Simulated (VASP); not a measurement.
# Tc (Fm-3m) in VASP: a series of runs

Runs on Tc. Level: PBEsol. Tasks: single point.

All numbers are computed with VASP 6.6.1; they aren't measurements. Logs are shortened: lines on timing, memory, paths and dates and some standing lists are left out, and cuts for length are marked.

### Step 1. The cell of the first run

The structure is cubic, space group Fm-3m (No. 225). The conventional cell has a = 3.847 Å, b = 3.847 Å, c = 3.847 Å, α = 90.00°, β = 90.00°, γ = 90.00°. Tc (site symmetry m-3m) has 12 Tc at 2.72 Å within 3.6 Å.

### Step 2. Single point, PBEsol (volume scaled by 0.96)

The input, INCAR:

```
SYSTEM = Tc
ALGO     = Normal         ! electronic algorithm
EDIFF    = 1E-6           ! SCF threshold, eV
ENCUT    = 520            ! plane-wave cutoff, eV
GGA      = PS             ! functional
ISIF     = 2              ! what is computed and relaxed
ISMEAR   = -1             ! smearing method
LASPH    = .TRUE.         ! aspherical terms in the spheres
LCHARG   = .FALSE.        ! write CHGCAR
LREAL    = .FALSE.        ! projectors in reciprocal space
LWAVE    = .FALSE.        ! write WAVECAR
NBANDS   = 12             ! bands
NELM     = 100            ! most SCF steps
PREC     = Accurate       ! precision mode
SIGMA    = 0.03           ! smearing width, eV
```

The input, KPOINTS:

```
k-points
0
G
  18 18 18
  0 0 0
```

The input, POSCAR:

```
Tc
1.0
    0.0000000000      1.9236454180      1.9236454180
    1.9236454180      0.0000000000      1.9236454180
    1.9236454180      1.9236454180      0.0000000000
Tc
1
Direct
    0.0000000000      0.0000000000      0.0000000000
```

Potentials or basis: VASP PAW PBE potentials, release 64 (Tc_pv).

Command:

```console
$ cat potpaw_PBE.64/Tc_pv/POTCAR > POTCAR
$ mpirun -np 1 vasp_std > vasp.out
```

OUTCAR:

```text
SYSTEM = Tc
   EDIFF = 1E-6
   ENCUT = 520
   GGA = PS
   ISIF = 2
   ISMEAR = -1
   LASPH = .TRUE.
   LREAL = .FALSE.
   NELM = 100
   PREC = Accurate

 ion  position               nearest neighbor table
   1  0.000  0.000  0.000-

  LATTYP: Found a face centered cubic cell.
 ALAT       =     3.8472908360

  Lattice vectors:

 A1 = (   0.0000000000,   1.9236454180,   1.9236454180)
 A2 = (   1.9236454180,   0.0000000000,   1.9236454180)
 A3 = (   1.9236454180,   1.9236454180,   0.0000000000)

Analysis of symmetry for initial positions (statically):
=====================================================================
 Subroutine PRICEL returns:
 Original cell was already a primitive cell.

 Routine SETGRP: Setting up the symmetry group for a
 face centered cubic supercell.

 Subroutine GETGRP returns: Found 48 space group operations
 (whereof 48 operations were pure point group operations)
 out of a pool of 48 trial point group operations.

The static configuration has the point symmetry O_h .

Analysis of symmetry for dynamics (positions and initial velocities):
=====================================================================
 Subroutine PRICEL returns:
 Original cell was already a primitive cell.

 Routine SETGRP: Setting up the symmetry group for a
 face centered cubic supercell.

 Subroutine GETGRP returns: Found 48 space group operations
 (whereof 48 operations were pure point group operations)
 out of a pool of 48 trial point group operations.

The dynamic configuration has the point symmetry O_h .

 Subroutine INISYM returns: Found 48 space group operations
 (whereof 48 operations are pure point group operations),
 and found     1 'primitive' translations

----------------------------------------------------------------------------------------

                                     Primitive cell

  volume of cell :      14.2366

  direct lattice vectors                    reciprocal lattice vectors
     0.000000000  1.923645418  1.923645418    -0.259923162  0.259923162  0.259923162
     1.923645418  0.000000000  1.923645418     0.259923162 -0.259923162  0.259923162
     1.923645418  1.923645418  0.000000000     0.259923162  0.259923162 -0.259923162

  length of vectors
     2.720445439  2.720445439  2.720445439     0.450200123  0.450200123  0.450200123

  position of ions in fractional coordinates (direct lattice)
     0.000000000  0.000000000  0.000000000

  ion indices of the primitive-cell ions
   primitive index   ion index
                 1           1

----------------------------------------------------------------------------------------

 KPOINTS: k-points

Automatic generation of k-mesh.
 Grid dimensions read from file:
 generate k-points for:   18   18   18

 Generating k-lattice:

  Cartesian coordinates                     Fractional coordinates (reciprocal lattice)
    -0.014440176  0.014440176  0.014440176     0.055555556  0.000000000  0.000000000
     0.014440176 -0.014440176  0.014440176     0.000000000  0.055555556  0.000000000
     0.014440176  0.014440176 -0.014440176     0.000000000  0.000000000  0.055555556

  Length of vectors
     0.025011118  0.025011118  0.025011118

  Shift w.r.t. Gamma in fractional coordinates (k-lattice)
     0.000000000  0.000000000  0.000000000

 Subroutine IBZKPT returns following result:
 ===========================================

 Found    195 irreducible k-points:

 Following reciprocal coordinates:
            Coordinates               Weight
  0.000000  0.000000  0.000000      1.000000
  0.055556  0.000000  0.000000      8.000000
  0.111111  0.000000  0.000000      8.000000
  0.166667  0.000000  0.000000      8.000000
  0.222222  0.000000  0.000000      8.000000
  0.277778  0.000000  0.000000      8.000000
[... 16 lines left out ...]
 -0.277778  0.055556  0.000000     24.000000
 -0.222222  0.055556  0.000000     24.000000
 [... further k-points ...]
   k-points           NKPTS =    195   k-points in BZ     NKDIM =    195   number of bands    NBANDS=     12
   number of dos      NEDOS =    301   number of ions     NIONS =      1
   total plane-waves  NPLWV =   8000
   dimension x,y,z NGX =    20 NGY =   20 NGZ =   20
   dimension x,y,z NGXF=    40 NGYF=   40 NGZF=   40
   ions per type =               1
   NGX,Y,Z   is equivalent  to a cutoff of  12.22, 12.22, 12.22 a.u.
   NGXF,Y,Z  is equivalent  to a cutoff of  24.44, 24.44, 24.44 a.u.
 SYSTEM =  Tc
   PREC   = accura    normal or accurate (medium, high low for compatibility)
   ISTART =      0    job   : 0-new  1-cont  2-samecut
   ICHARG =      2    charge: 1-file 2-atom 10-const
   ISPIN  =      1    spin polarized calculation?
   LNONCOLLINEAR =      F non collinear calculations
   LSORBIT =      F    spin-orbit coupling
   LASPH  =      T    aspherical Exc in radial PAW
   ENCUT  =  520.0 eV  38.22 Ry    6.18 a.u.   5.06  5.06  5.06*2*pi/ulx,y,z
   NELM   =    100;   NELMIN=  2; NELMDL= -5     # of ELM steps
   EDIFF  = 0.1E-05   stopping-criterion for ELM
   LREAL  =      F    real-space projection
   EDIFFG = 0.1E-04   stopping-criterion for IOM
   NSW    =      0    number of steps for IOM
   IBRION =     -1    ionic relax: 0-MD 1-quasi-New 2-CG
   NFREE  =      0    steps in history (QN), initial steepest desc. (CG)
   ISIF   =      2    stress and relaxation
   ISYM   =      2    0-nonsym 1-usesym 2-fastsym
   POTIM  = 0.5000    time-step for ionic-motion
   TEBEG  =    0.0;   TEEND  =   0.0 temperature during run
   PSTRESS=    0.0 pullay stress
   NELECT =      13.0000    total number of electrons
   NUPDOWN=      -1.0000    fix difference up-down
   EMIN   =  10.00;   EMAX   =-10.00  energy-range for DOS
   EFERMI =   0.00;   METHOD = LEGACY
   ISMEAR =    -1;   SIGMA  =   0.03  broadening in eV -4-tet -1-fermi 0-gaus
   EFERMI_NEDOS =   21; number of points for ismear=-14 and -15
   IALGO  =     38    algorithm
   IMIX   =      4    mixing-type and parameters
     AMIX     =   0.40;   BMIX     =  1.00
     AMIX_MAG =   1.60;   BMIX_MAG =  1.00
  volume/ion in A,a.u.               =      14.24        96.07
  Fermi-wavevector in a.u.,A,eV,Ry     =   1.588258  3.001372 34.321540  2.522562
  Thomas-Fermi vector in A             =   2.687289
   LORBIT       =      0    0 simple, 1 ext, 2 COOP (PROOUT), +10 PAW based schemes
   GGA     = PS    functional components
   LHFCALC =     F    Hartree Fock is set to
   AEXX    =    0.0000 exact exchange contribution
   IVDW    =     0    specifies the selected vdW correction
   LEPSILON=     F    determine dielectric tensor
   LRPA    =     F    only Hartree local field effects (RPA)
 non-spin polarized calculation
  energy-cutoff  :      520.00
  volume of cell :       14.24
 maximum number of plane-waves:       392
   NGX = 11   NGY = 11   NGZ = 11

 number of electron      12.9999996 magnetization

 Free energy of the ion-electron system (eV)
  ---------------------------------------------------
  ext. energy  EPLUGINS =         0.00000000
  ---------------------------------------------------
  free energy    TOTEN  =       -11.19096738 eV

  energy without entropy =      -11.18784532  energy(sigma->0) =      -11.18940635

 E-fermi :  12.7761     XC(G=0): -13.9756

 val. band max:       12.7626522960   @ k =  -0.4444   0.3889   0.0556
 cond. band min:      12.8009606050   @ k =   0.3889   0.2222   0.0000
 fundamental gap:      0.0383083089
 Fermi energy:        12.7760750908

 k-point     1 :       0.0000    0.0000    0.0000
  band No.  band energies     occupation
      1     -25.4901      2.00000
      2     -25.4901      2.00000
      3     -25.4901      2.00000
      4       5.2011      2.00000
      5      10.9675      2.00000
      6      10.9675      2.00000
      7      10.9675      2.00000
      8      13.6291      0.00000
      9      13.6291      0.00000
     10      26.7942      0.00000
     11      32.4133      0.00000
     12      32.4133      0.00000

 k-point     2 :       0.0556    0.0000    0.0000
  band No.  band energies     occupation
      1     -25.5321      2.00000
      2     -25.4954      2.00000
      3     -25.4954      2.00000
      4       5.3353      2.00000
      5      10.8860      2.00000
      6      11.0269      2.00000
      7      11.0269      2.00000
      8      13.5852      0.00000
      9      13.5852      0.00000
     10      27.0396      0.00000
     11      31.8031      0.00000
     12      32.6446      0.00000

 k-point     3 :       0.1111    0.0000    0.0000
  band No.  band energies     occupation
      1     -25.6522      2.00000
      2     -25.5105      2.00000
      3     -25.5105      2.00000
      4       5.7179      2.00000
      5      10.6809      2.00000
      6      11.1817      2.00000
      7      11.1817      2.00000
      8      13.4878      0.00000
      9      13.4878      0.00000
     10      27.7103      0.00000
     11      30.5606      0.00000
     12      33.3183      0.00000
[... 286 lines left out ...]
 k-point    23 :      -0.2778    0.0556    0.0000
  band No.  band energies     occupation
      1     -26.3487      2.00000
      2     -25.6469      2.00000
      3     -25.5886      2.00000
      4       7.4253      2.00000
      5      10.8472      2.00000
      6      11.2214      2.00000
      7      11.3273      2.00000
      8      13.7923      0.00000
      9      14.7516      0.00000
     10      26.5439      0.00000
     11      29.6166      0.00000
     12      35.4757      0.00000

 k-point    24 :      -0.2222    0.0556    0.0000
  band No.  band energies     occupation
      1     -26.1312      2.00000
      2     -25.6159      2.00000
      3     -25.5580      2.00000
      4       7.1419      2.00000
      5      10.3504      2.00000
      6      11.3878      2.00000
      7      11.4797      2.00000
      8      13.3002      0.00000
      9      14.1946      0.00000
     10      27.5812      0.00000
     11      29.9623      0.00000
     12      35.1321      0.00000

 [... further k-points ...]
[... 5 lines left out ...]
  --------------------------------------------------------------------------------------
  -------------------------------------------------------------------------------------
  Total       -0.3816851     -0.3816851     -0.3816851      0.0000000      0.0000000     -0.0000000
  in kB      -42.9547087    -42.9547087    -42.9547087      0.0000000      0.0000000     -0.0000000
  external PRESSURE =     -42.9547087 kB  Pullay stress =       0.0000000 kB

 VOLUME and BASIS-vectors are now :
 -----------------------------------------------------------------------------
  energy-cutoff  :      520.00
  volume of cell :       14.24
      direct lattice vectors                 reciprocal lattice vectors
     0.000000000  1.923645418  1.923645418    -0.259923162  0.259923162  0.259923162
     1.923645418  0.000000000  1.923645418     0.259923162 -0.259923162  0.259923162
     1.923645418  1.923645418  0.000000000     0.259923162  0.259923162 -0.259923162

 POSITION                                       TOTAL-FORCE (eV/Angst)
 -----------------------------------------------------------------------------------
      0.00000      0.00000      0.00000         0.000000      0.000000      0.000000
 -----------------------------------------------------------------------------------
    total drift:                               -0.000000     -0.000000     -0.000000

  FREE ENERGIE OF THE ION-ELECTRON SYSTEM (eV)
  ---------------------------------------------------
  free  energy   TOTEN  =       -11.1909673838 eV

  energy  without entropy=      -11.1878453210  energy(sigma->0) =      -11.18940635
```

It took 13 s on 1 thread of AMD EPYC 9R45 (Zen 5), shared host; peak memory 0.12 GiB.

Results:

- Free energy: -11.1910 eV
- Pressure: -4.3 GPa

Caveat: the PAW data sets were made with another functional, which shifts forces and pressure a little.

### Step 3. Single point, PBEsol (volume scaled by 0.99)

The input, INCAR:

```
SYSTEM = Tc
PREC = Accurate
ENCUT = 520
EDIFF = 1E-6
ISMEAR = -1
SIGMA = 0.03
LREAL = .FALSE.
LASPH = .TRUE.
NELM = 80
ALGO = Normal
ISIF = 2
LWAVE = .FALSE.
LCHARG = .FALSE.
GGA = PS
NBANDS = 12
```

The input, KPOINTS:

```
regular mesh
0
G
  18 18 18
  0 0 0
```

The input, POSCAR:

```
Tc
1.0
    0.0000000000      1.9434782122      1.9434782122
    1.9434782122      0.0000000000      1.9434782122
    1.9434782122      1.9434782122      0.0000000000
Tc
1
Direct
    0.0000000000      0.0000000000      0.0000000000
```

Potentials or basis: VASP PAW PBE potentials, release 64 (Tc_pv).

Command:

```console
$ cat potpaw_PBE.64/Tc_pv/POTCAR > POTCAR
$ mpirun -np 1 vasp_std > vasp.out
```

Wall time 13 s (1 thread of AMD EPYC 9R45 (Zen 5), shared host); peak memory 0.12 GiB.

The run converged. Its results:

* Free energy: -11.1669 eV
* Pressure: -13.1 GPa

Levels at points of the mesh, in eV from the Fermi level:
```
           k point  band 3  band 4  band 5  band 6  band 7  band 8  band 9  band 10  band 11  band 12
(0.00, 0.00, 0.00)  -38.31   -7.44   -1.73   -1.73   -1.73    0.81    0.81    14.03    19.48    19.48
(0.50, 0.00, 0.00)  -38.47   -5.42   -1.89   -1.89    1.20    2.80    2.80    10.49    13.66    20.04
(0.50, 0.50, 0.00)  -38.73   -5.77   -5.17    2.74    3.36    3.36    3.76    12.88    12.88    13.92
```

Caveat: the PAW data sets were made with another functional, which shifts forces and pressure a little.

### Step 4. Single point, PBEsol (volume scaled by 1.02)

The input, INCAR:

```
  PREC = Accurate
  ENCUT = 520
  EDIFF = 1E-6
  ISMEAR = -1
  SIGMA = 0.03
  LREAL = F
  LASPH = T
  NELM = 80
  ALGO = Normal
  ISIF = 2
  LWAVE = F
  LCHARG = F
  GGA = PS
  NBANDS = 12
```

The input, KPOINTS:

```
Automatic mesh
0
Gamma
  18 18 18
```

The input, POSCAR:

```
Tc
1.0
    0.0000000000      1.9629142836      1.9629142836
    1.9629142836      0.0000000000      1.9629142836
    1.9629142836      1.9629142836      0.0000000000
Tc
1
Direct
    0.0000000000      0.0000000000      0.0000000000
```

Potentials or basis: VASP PAW PBE potentials, release 64 (Tc_pv).

Command:

```console
$ cat potpaw_PBE.64/Tc_pv/POTCAR > POTCAR
$ mpirun -np 1 vasp_std > vasp.out
```

OUTCAR:

```text
PREC = Accurate
   ENCUT = 520
   EDIFF = 1E-6
   ISMEAR = -1
   LREAL = F
   LASPH = T
   NELM = 80
   ISIF = 2
   GGA = PS

 ion  position               nearest neighbor table
   1  0.000  0.000  0.000-

  LATTYP: Found a face centered cubic cell.
 ALAT       =     3.9258285672

  Lattice vectors:

 A1 = (   0.0000000000,   1.9629142836,   1.9629142836)
 A2 = (   1.9629142836,   0.0000000000,   1.9629142836)
 A3 = (   1.9629142836,   1.9629142836,   0.0000000000)

Analysis of symmetry for initial positions (statically):
[... 528 lines left out ...]
      4       6.3261      2.00000
      5       9.4973      2.00000
      6      10.4862      2.00000
      7      10.5742      2.00000
      8      12.2414      0.00000
      9      13.0487      0.00000
     10      26.3160      0.00000
     11      28.4348      0.00000
     12      33.4332      0.00000

 [... further k-points ...]
[... 5 lines left out ...]
  --------------------------------------------------------------------------------------
  -------------------------------------------------------------------------------------
  Total       -1.9415631     -1.9415631     -1.9415631      0.0000000      0.0000000      0.0000000
  in kB     -205.6497046   -205.6497046   -205.6497046      0.0000000      0.0000000      0.0000000
  external PRESSURE =    -205.6497046 kB  Pullay stress =       0.0000000 kB

 VOLUME and BASIS-vectors are now :
 -----------------------------------------------------------------------------
  energy-cutoff  :      520.00
  volume of cell :       15.13
      direct lattice vectors                 reciprocal lattice vectors
     0.000000000  1.962914284  1.962914284    -0.254723298  0.254723298  0.254723298
     1.962914284  0.000000000  1.962914284     0.254723298 -0.254723298  0.254723298
     1.962914284  1.962914284  0.000000000     0.254723298  0.254723298 -0.254723298

 POSITION                                       TOTAL-FORCE (eV/Angst)
 -----------------------------------------------------------------------------------
      0.00000      0.00000      0.00000         0.000000      0.000000      0.000000
 -----------------------------------------------------------------------------------
    total drift:                               -0.000000     -0.000000     -0.000000

  FREE ENERGIE OF THE ION-ELECTRON SYSTEM (eV)
  ---------------------------------------------------
  free  energy   TOTEN  =       -11.1203060632 eV

  energy  without entropy=      -11.1171966715  energy(sigma->0) =      -11.11875137
```

stdout:

```text
POSCAR found type information on POSCAR Tc
 POSCAR found :  1 types and       1 ions
 scaLAPACK will be used
 -----------------------------------------------------------------------------
|                                                                             |
|                                                                             |
|     You enforced a specific xc type in the INCAR file but a different       |
|     I HOPE YOU KNOW WHAT YOU ARE DOING!                                     |
|                                                                             |
 -----------------------------------------------------------------------------

 LDA part: xc-table for (Slater+PW92), standard interpolation
 POSCAR, INCAR and KPOINTS ok, starting setup
 FFT: planning ... GRIDC
 FFT: planning ... GRID_SOFT
 FFT: planning ... GRID
 WAVECAR not read
 entering main loop
```

It took 19 s on 1 thread of AMD EPYC 9R45 (Zen 5), shared host; peak memory 0.13 GiB.

What came out:

| Item | Value |
| --- | --- |
| Free energy | -11.1203 eV |
| Pressure | -20.6 GPa |

Levels at points of the mesh, in eV from the Fermi level:
| k point | band 3 | band 4 | band 5 | band 6 | band 7 | band 8 | band 9 | band 10 | band 11 | band 12 |
| --- | --- | --- | --- | --- | --- | --- | --- | --- | --- | --- |
| (0.00, 0.00, 0.00) | -38.35 | -7.30 | -1.65 | -1.65 | -1.65 | 0.77 | 0.77 | 14.03 | 19.33 | 19.33 |
| (0.50, 0.00, 0.00) | -38.49 | -5.24 | -1.81 | -1.81 | 1.14 | 2.67 | 2.67 | 10.08 | 13.64 | 19.76 |
| (0.50, 0.50, 0.00) | -38.74 | -5.54 | -4.96 | 2.61 | 3.21 | 3.21 | 3.62 | 12.65 | 12.65 | 13.44 |

Caveat: the PAW data sets were made with another functional, which shifts forces and pressure a little.

### Step 5. The runs side by side

```csv
cell,gap on the mesh (eV),pressure (GPa)
"a = 2.720 Å, angles 60.0°, 1 atom",none,-4.3
"a = 2.748 Å, angles 60.0°, 1 atom",none,-13.1
"a = 2.776 Å, angles 60.0°, 1 atom",none,-20.6
```

Alike in all rows: task single point; level PBEsol; potentials or basis VASP PAW PBE potentials, release 64 (Tc_pv); no spin polarisation; k mesh 18 × 18 × 18; cutoff (eV) 520; smearing fermi-dirac 0.03 eV.

Caveats: the PAW data sets were made with another functional, which shifts forces and pressure a little.

Absolute energies hang on the potentials; compare differences alone.
